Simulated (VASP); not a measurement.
# Al47TeN47 (a cell with a defect) in VASP: a series of runs, part 2 of 2

VASP 6.6.1. Earlier steps stand in the parts before.

## 3. Single point, PBE

Input file INCAR:

```
SYSTEM = Al47TeN47
ALGO = Normal
EDIFF = 1E-6
ENCUT = 520
GGA = PE
GGA_COMPAT = .FALSE.
ISIF = 2
ISMEAR = 0
ISYM = -1
LASPH = .TRUE.
LCHARG = .FALSE.
LREAL = Auto
LWAVE = .FALSE.
NBANDS = 244
NELM = 120
PREC = Accurate
SIGMA = 0.01
```

Input file KPOINTS:

```
explicit points
1
Reciprocal
  0.25000000   0.25000000   0.25000000 1
```

Input file POSCAR:

```
Al47TeN47
1.0
    9.3892708211      5.4208981500      0.0000000000
   -9.3892709205      5.4208979791      0.0000000000
    0.0000000000      0.0000000000     10.0348065900
Al N Te
47 47 1
Direct
   -0.0022143653      0.1654554019      0.2499189996
    0.1666902477      0.0018219872      0.2509011564
    0.3329767600      0.3424928165      0.2156517107
   -0.0017452825      0.3304162596      0.4988534759
    0.1430693154      0.1509563131      0.5133244773
    0.3330116447      0.0009200704      0.5016637257
   -0.0044471134      0.1633801939      0.7532185596
    0.1653938213     -0.0059270456      0.7539689701
    0.3329566402      0.3280101570      0.7536468636
   -0.0012381512      0.3322695341      0.9993538272
    0.1630463488      0.1621658114      0.9975641307
    0.3330027621     -0.0022444356      1.0024359727
    0.0010941224      0.6671374743      0.2499887357
    0.1663727932      0.5009024171      0.2451343060
    0.3330834417      0.8334507113      0.2496449521
    0.0000300476      0.8313803134      0.5001814791
    0.1702951067      0.6651921498      0.4988593878
    0.0010470331      0.6647117033      0.7497695861
    0.1652597534      0.4969054094      0.7463482252
    0.3330210574      0.8304405048      0.7494087708
   -0.0008885506      0.8312367249      1.0016384867
    0.1660727896      0.6657858099      0.9986393778
    0.3330479864      0.5039101977      0.9850148977
    0.4994013725      0.1682568404      0.2508518067
    0.6650096755     -0.0008828816      0.2499688918
    0.8337656045      0.3331426701      0.2503411403
    0.5233408658      0.3412380634      0.5136056828
    0.6662026385      0.1645815979      0.5002562859
    0.8251624259     -0.0062606536      0.4999561413
    0.5006541433      0.1617086933      0.7540230075
    0.6650619768     -0.0032607110      0.7497842124
    0.8328684747      0.3309739601      0.7499121680
    0.5029469815      0.3321439993      0.9975776818
    0.6669217088      0.1651406540      1.0016734105
    0.8314763240     -0.0023281253      1.0005665284
    0.4998465952      0.6679148199      0.2453366532
    0.6683055347      0.5007964046      0.2498159963
    0.8324265726      0.8324441521      0.2504107913
    0.4960375777      0.8283932009      0.4988595830
    0.6677286753      0.6655524192      0.4986323358
    0.8410005893      0.5017186532      0.5000170766
    0.5006767400      0.6646541266      0.7461444753
    0.6705106503      0.5009630544      0.7532614702
    0.8331702697      0.8310999494      0.7498296706
    0.4999427729      0.8327527492      0.9985024271
    0.6672386342      0.6665740074      0.9993337921
    0.8345628162      0.4992449850      1.0005576151
   -0.0115900988      0.1588603834      0.4403922900
    0.1668118883      0.0031722714      0.4425654706
   -0.0010574755      0.3318597372      0.1891149949
    0.1649295791      0.1665702362      0.1889744513
    0.3330143940      0.0010428288      0.1930744078
   -0.0025467367      0.1646654818      0.9420028481
    0.1663022753     -0.0034097031      0.9433040936
    0.3330373101      0.3298084480      0.9460141068
   -0.0017665120      0.3294490783      0.6893852874
    0.1612761333      0.1586396726      0.7005229651
    0.3330094815     -0.0019023643      0.6919876984
    0.0045409255      0.6683906156      0.4402470946
    0.1587138770      0.4963108271      0.4341113507
    0.3330567230      0.8347169925      0.4401898524
    0.0001650728      0.8339559884      0.1922459130
    0.1664703141      0.6682818260      0.1885780297
    0.3330715776      0.5098768186      0.1727849782
   -0.0003701225      0.6659760853      0.9402327390
    0.1617677937      0.4985971064      0.9367993864
    0.3329904821      0.8321798721      0.9399604658
   -0.0002785893      0.8305540592      0.6906111954
    0.1669959917      0.6648128618      0.6890835779
    0.3328658400      0.4946866599      0.7073501550
    0.4993498421      0.1697810197      0.4425826711
    0.6618741582     -0.0027001870      0.4402107448
    0.8320038048      0.3312718313      0.4408483883
    0.5010132454      0.3346762507      0.1890097271
    0.6658945734      0.1669011572      0.1922854101
    0.8315026663     -0.0015981955      0.1907262401
    0.4998036119      0.1633479866      0.9433504257
    0.6665042774     -0.0005653886      0.9402217000
    0.8318775551      0.3316236869      0.9404712801
    0.5046568459      0.3303810247      0.7005889391
    0.6662659501      0.1638975470      0.6906176916
    0.8311180107     -0.0035447122      0.6906502595
    0.5080530103      0.6722143448      0.4338909666
    0.6777386619      0.5036252355      0.4402987503
    0.8346242146      0.8324877029      0.4408824130
    0.4995363228      0.8350043006      0.1883179909
    0.6670856154      0.6660020295      0.1890787448
    0.8345134379      0.4999325595      0.1906980711
    0.5042931243      0.6698670344      0.9366601354
    0.6686315046      0.5002773591      0.9420348902
    0.8342180083      0.8327729619      0.9404404229
    0.4989990198      0.8309573561      0.6891551183
    0.6676759608      0.6641868154      0.6892756536
    0.8348287530      0.4983246251      0.6906746746
    0.3332402257      0.4148133534      0.4666278435
```

Potentials or basis: VASP PAW PBE potentials, release 64 (Al, N, Te).

Run with:

```console
> cat potpaw_PBE.64/Al/POTCAR potpaw_PBE.64/N/POTCAR potpaw_PBE.64/Te/POTCAR > POTCAR
> mpirun -np 1 vasp_std > vasp.out
```

OUTCAR:

```text
SYSTEM = Al47TeN47
   EDIFF = 1E-6
   ENCUT = 520
   GGA = PE
   ISIF = 2
   ISMEAR = 0
   ISYM = -1
   LASPH = .TRUE.
   LREAL = Auto
   NELM = 120
   PREC = Accurate

 ion  position               nearest neighbor table
   1  0.998  0.165  0.250-  50 1.90  76 1.90  51 1.91  48 1.91   4 3.07  35 3.09  10 3.09  11 3.11
                            26 3.11   5 3.12   2 3.12  25 3.12  38 3.13  29 3.13  14 3.15   3 3.17
   2  0.167  0.002  0.251-  52 1.90  51 1.90  62 1.91  49 1.92  12 3.09  11 3.09  16 3.10   6 3.10
                            21 3.10   1 3.12  24 3.12  38 3.14  13 3.14  15 3.14   5 3.17   3 3.22
   3  0.333  0.342  0.216-  64 1.86  74 1.88  51 1.89  95 2.64  33 2.90  11 2.90  23 2.90  14 3.07
                            36 3.07   1 3.17  37 3.17  24 3.22   2 3.22
   4  0.998  0.330  0.499-  60 1.89  73 1.90  48 1.90  56 1.91   5 3.05   1 3.07  19 3.07  26 3.07
                            41 3.09  32 3.09  28 3.12   7 3.12  14 3.14  17 3.14  29 3.16  95 3.29
   5  0.143  0.151  0.513-  48 1.87  49 1.88  57 1.89  95 2.60   7 2.93  29 2.99  16 3.01   8 3.03
                             4 3.05   1 3.12   9 3.13   2 3.17   6 3.20
   6  0.333  0.001  0.502-  61 1.90  49 1.91  58 1.91  71 1.91   8 3.10  30 3.10  20 3.10   2 3.10
                            24 3.10  15 3.11  16 3.13  28 3.13  39 3.15  17 3.15   5 3.20  27 3.21
   7  0.996  0.163  0.753-  53 1.89  56 1.90  57 1.90  82 1.90   5 2.93  11 3.06  35 3.06  10 3.06
                            32 3.10  31 3.10  44 3.12   4 3.12  19 3.13  29 3.14   9 3.17   8 3.18
   8  0.165  0.994  0.754-  57 1.88  68 1.89  54 1.90  58 1.90   5 3.03  11 3.06  21 3.06  12 3.07
                            18 3.09   6 3.10  16 3.11  20 3.11  44 3.12   9 3.14  30 3.15   7 3.18
   9  0.333  0.328  0.754-  70 1.87  80 1.92  57 1.92  55 1.93  23 3.00  95 3.03  11 3.05  33 3.05
[... 122 lines left out ...]
  93  0.668  0.664  0.689-  43 1.90  42 1.90  44 1.90  40 1.91
  94  0.835  0.498  0.691-  18 1.90  32 1.90  43 1.90  41 1.91
  95  0.333  0.415  0.467-  60 2.48  83 2.49  70 2.57  27 2.60   5 2.60   3 2.64   9 3.03  36 3.28
                            14 3.28  40 3.28   4 3.29

IMPORTANT INFORMATION: All symmetrisations will be switched off!
NOSYMM: (Re-)initialisation of all symmetry stuff for point group C_1.

----------------------------------------------------------------------------------------

                                     Primitive cell

  volume of cell :    1021.5088

  direct lattice vectors                    reciprocal lattice vectors
     9.389270821  5.420898150  0.000000000     0.053252270  0.092235640  0.000000000
    -9.389270920  5.420897979  0.000000000    -0.053252272  0.092235639  0.000000000
     0.000000000  0.000000000 10.034806590     0.000000000  0.000000000  0.099653141

  length of vectors
    10.841796129 10.841796130 10.034806590     0.106504543  0.106504543  0.099653141

  position of ions in fractional coordinates (direct lattice)
     0.997785635  0.165455402  0.249919000
     0.166690248  0.001821987  0.250901156
     0.332976760  0.342492816  0.215651711
     0.998254717  0.330416260  0.498853476
     0.143069315  0.150956313  0.513324477
     0.333011645  0.000920070  0.501663726
[... 87 lines left out ...]
     0.834828753  0.498324625  0.690674675
     0.333240226  0.414813353  0.466627843

  ion indices of the primitive-cell ions
   primitive index   ion index
                 1           1
                 2           2
                 3           3
                 4           4
                 5           5
                 6           6
[... 87 lines left out ...]
                94          94
                95          95

----------------------------------------------------------------------------------------

 KPOINTS: explicit points

Read explicit list of k-points.

 Found      1 k-points:

 Following reciprocal coordinates:
            Coordinates               Weight
  0.250000  0.250000  0.250000      1.000000
   k-points           NKPTS =      1   k-points in BZ     NKDIM =      1   number of bands    NBANDS=    244
   number of dos      NEDOS =    301   number of ions     NIONS =     95
   total plane-waves  NPLWV = 564480
   dimension x,y,z NGX =    84 NGY =   84 NGZ =   80
   dimension x,y,z NGXF=   168 NGYF=  168 NGZF=  160
   ions per type =              47  47   1
   NGX,Y,Z   is equivalent  to a cutoff of  12.88, 12.88, 13.25 a.u.
   NGXF,Y,Z  is equivalent  to a cutoff of  25.76, 25.76, 26.51 a.u.
 SYSTEM =  Al47TeN47
   PREC   = accura    normal or accurate (medium, high low for compatibility)
   ISTART =      0    job   : 0-new  1-cont  2-samecut
   ICHARG =      2    charge: 1-file 2-atom 10-const
   ISPIN  =      1    spin polarized calculation?
   LNONCOLLINEAR =      F non collinear calculations
   LSORBIT =      F    spin-orbit coupling
   LASPH  =      T    aspherical Exc in radial PAW
   ENCUT  =  520.0 eV  38.22 Ry    6.18 a.u.  20.16 20.16 18.66*2*pi/ulx,y,z
   NELM   =    120;   NELMIN=  2; NELMDL= -5     # of ELM steps
   EDIFF  = 0.1E-05   stopping-criterion for ELM
   LREAL  =      T    real-space projection
   EDIFFG = 0.1E-04   stopping-criterion for IOM
   NSW    =      0    number of steps for IOM
   IBRION =     -1    ionic relax: 0-MD 1-quasi-New 2-CG
   NFREE  =      0    steps in history (QN), initial steepest desc. (CG)
   ISIF   =      2    stress and relaxation
   ISYM   =     -1    0-nonsym 1-usesym 2-fastsym
   POTIM  = 0.5000    time-step for ionic-motion
   TEBEG  =    0.0;   TEEND  =   0.0 temperature during run
   PSTRESS=    0.0 pullay stress
   NELECT =     382.0000    total number of electrons
   NUPDOWN=      -1.0000    fix difference up-down
   EMIN   =  10.00;   EMAX   =-10.00  energy-range for DOS
   EFERMI =   0.00;   METHOD = LEGACY
   ISMEAR =     0;   SIGMA  =   0.01  broadening in eV -4-tet -1-fermi 0-gaus
   EFERMI_NEDOS =   21; number of points for ismear=-14 and -15
   IALGO  =     38    algorithm
   IMIX   =      4    mixing-type and parameters
     AMIX     =   0.40;   BMIX     =  1.00
     AMIX_MAG =   1.60;   BMIX_MAG =  1.00
  volume/ion in A,a.u.               =      10.75        72.56
  Fermi-wavevector in a.u.,A,eV,Ry     =   1.179456  2.228850 18.927303  1.391118
  Thomas-Fermi vector in A             =   2.315767
   LORBIT       =      0    0 simple, 1 ext, 2 COOP (PROOUT), +10 PAW based schemes
   GGA     = PE    functional components
   LHFCALC =     F    Hartree Fock is set to
   AEXX    =    0.0000 exact exchange contribution
   IVDW    =     0    specifies the selected vdW correction
   LEPSILON=     F    determine dielectric tensor
   LRPA    =     F    only Hartree local field effects (RPA)
 non-spin polarized calculation
 Gauss-broadening in eV      SIGMA  =   0.01
  energy-cutoff  :      520.00
  volume of cell :     1021.51
 maximum number of plane-waves:     27493
 NGX is ok and might be reduce to    80
   NGX = 41   NGY = 41   NGZ = 37

 number of electron     381.9999984 magnetization

 Free energy of the ion-electron system (eV)
  ---------------------------------------------------
  ext. energy  EPLUGINS =         0.00000000
  ---------------------------------------------------
  free energy    TOTEN  =      -696.35225077 eV

  energy without entropy =     -696.35225077  energy(sigma->0) =     -696.35225077

 E-fermi :   7.3932     XC(G=0): -10.8400

 val. band max:        7.2740694467   @ k =   0.2500   0.2500   0.2500
 cond. band min:       8.0977073273   @ k =   0.2500   0.2500   0.2500
 fundamental gap:      0.8236378806
 Fermi energy:         7.3931927428

 k-point     1 :       0.2500    0.2500    0.2500
  band No.  band energies     occupation
      1      -8.8037      2.00000
      2      -8.5901      2.00000
      3      -8.5174      2.00000
      4      -8.3551      2.00000
      5      -8.1718      2.00000
      6      -8.0824      2.00000
[... 195 lines left out ...]
    202      11.7367      0.00000
    203      11.8172      0.00000
 [bands above 203 left out]

------------------------ aborting loop because EDIFF is reached ----------------------------------------

  FORCE on cell =-STRESS in cart. coord.  units (eV):
  Direction    XX          YY          ZZ          XY          YZ          ZX
  --------------------------------------------------------------------------------------
  -------------------------------------------------------------------------------------
  Total        6.5031244     11.0783537     16.3507019      4.4166805     -3.2885544      5.4649293
  in kB       10.1997736     17.3757555     25.6451281      6.9273073     -5.1579070      8.5714248
  external PRESSURE =      17.7402191 kB  Pullay stress =       0.0000000 kB

 VOLUME and BASIS-vectors are now :
 -----------------------------------------------------------------------------
  energy-cutoff  :      520.00
  volume of cell :     1021.51
      direct lattice vectors                 reciprocal lattice vectors
     9.389270821  5.420898150  0.000000000     0.053252270  0.092235640  0.000000000
    -9.389270920  5.420897979  0.000000000    -0.053252272  0.092235639  0.000000000
     0.000000000  0.000000000 10.034806590     0.000000000  0.000000000  0.099653141

 POSITION                                       TOTAL-FORCE (eV/Angst)
 -----------------------------------------------------------------------------------
      7.81497      6.30581      2.50789        -0.000220     -0.002619      0.003023
      1.54799      0.91349      2.51774        -0.001855      0.000106      0.002985
     -0.08935      3.66165      2.16402         0.000954     -0.002108      0.006282
      6.27052      7.20259      5.00590         0.000699      0.000390     -0.001450
     -0.07405      1.59388      5.15111         0.007627      0.000368     -0.001827
      3.11810      1.81021      5.03410        -0.005565      0.002002      0.000437
[... 87 lines left out ...]
      3.15953      7.22689      6.93079         0.000170      0.001774     -0.000052
     -0.76591      4.05512      4.68252        -0.020493      0.006515      0.000856
 -----------------------------------------------------------------------------------
    total drift:                                0.018340     -0.021076      0.046789

  FREE ENERGIE OF THE ION-ELECTRON SYSTEM (eV)
  ---------------------------------------------------
  free  energy   TOTEN  =      -696.3522507721 eV

  energy  without entropy=     -696.3522507721  energy(sigma->0) =     -696.35225077
```

It took 7.1 min on 1 thread of Intel Xeon 6975P-C (Granite Rapids), shared host; peak memory 1.1 GiB.

Results:

```yaml
Free_energy: -696.3523 eV
Pressure: 1.8 GPa
Largest_force: 0.022 eV/Å
Band_gap_on_the_k_mesh: 0.82 eV
```

Forces in eV/Å, atoms in the order of the input:
```
Al   0.000 -0.003  0.003
Al  -0.002  0.000  0.003
Al   0.001 -0.002  0.006
Al   0.001  0.000 -0.001
Al   0.008  0.000 -0.002
Al  -0.006  0.002  0.000
Al   0.003 -0.001  0.001
Al  -0.001  0.000  0.002
Al   0.003  0.001  0.005
Al  -0.001 -0.003  0.003
Al  -0.001 -0.003 -0.002
Al   0.002  0.000  0.005
Al   0.000  0.000  0.004
Al   0.001  0.001  0.000
Al  -0.001  0.001  0.002
Al   0.001  0.000  0.001
Al   0.000  0.001 -0.002
Al  -0.001 -0.002  0.000
Al   0.002  0.000 -0.004
Al  -0.001  0.002  0.001
Al   0.000  0.001  0.004
Al   0.000  0.000  0.002
Al  -0.003  0.002  0.003
Al   0.001  0.002  0.003
Al   0.001  0.000  0.005
Al  -0.001 -0.001  0.004
Al   0.005 -0.004 -0.001
Al   0.001  0.000  0.000
Al   0.002  0.001 -0.001
Al  -0.002 -0.001  0.002
Al  -0.001  0.001  0.001
Al   0.001 -0.001  0.000
Al   0.002  0.002 -0.004
Al   0.000 -0.002  0.003
Al  -0.002 -0.001  0.003
Al  -0.001  0.001 -0.002
Al   0.000  0.000  0.005
Al   0.000  0.002  0.003
Al  -0.007  0.004  0.001
Al   0.004  0.000 -0.001
Al  -0.003 -0.007 -0.001
Al   0.003 -0.001 -0.002
Al   0.002 -0.003  0.000
Al   0.002  0.002  0.001
Al  -0.002 -0.001  0.000
Al   0.002  0.001  0.003
Al   0.000  0.000  0.003
N   -0.005 -0.003 -0.002
N    0.001 -0.002 -0.005
N   -0.002  0.001 -0.003
N    0.004 -0.004 -0.004
N    0.000  0.000 -0.002
N   -0.002  0.002 -0.001
N    0.001  0.000 -0.001
N    0.002 -0.001  0.000
N    0.000  0.002 -0.001
N   -0.001  0.001  0.003
N    0.002 -0.001  0.002
N    0.001  0.000 -0.001
N    0.002  0.002 -0.002
N    0.003 -0.001  0.000
N    0.000 -0.001 -0.002
N   -0.001 -0.001 -0.002
N   -0.005  0.005  0.004
N    0.001  0.000 -0.001
N   -0.002 -0.002 -0.001
N    0.002 -0.001 -0.003
N    0.000  0.000  0.000
N    0.000  0.000  0.000
N   -0.006  0.003 -0.006
N    0.005 -0.001 -0.006
N    0.001 -0.001 -0.001
N    0.001  0.002  0.000
N    0.005  0.000 -0.004
N    0.001  0.001 -0.002
N   -0.001 -0.001 -0.002
N    0.000 -0.001 -0.001
N    0.000  0.000 -0.001
N    0.001  0.001 -0.002
N   -0.001  0.000  0.006
N    0.000  0.000  0.000
N   -0.001  0.001  0.000
N    0.009 -0.010  0.000
N   -0.001  0.010 -0.004
N   -0.001 -0.002  0.000
N    0.001  0.001 -0.002
N   -0.002  0.000 -0.001
N    0.001  0.002 -0.002
N    0.001  0.003 -0.002
N   -0.002  0.000  0.000
N    0.000 -0.001 -0.001
N    0.002 -0.001 -0.001
N   -0.004 -0.001 -0.003
N    0.000  0.002  0.000
Te  -0.020  0.007  0.001
```

Caveat: spin-orbit coupling is left out, which moves the levels of the heavy elements.
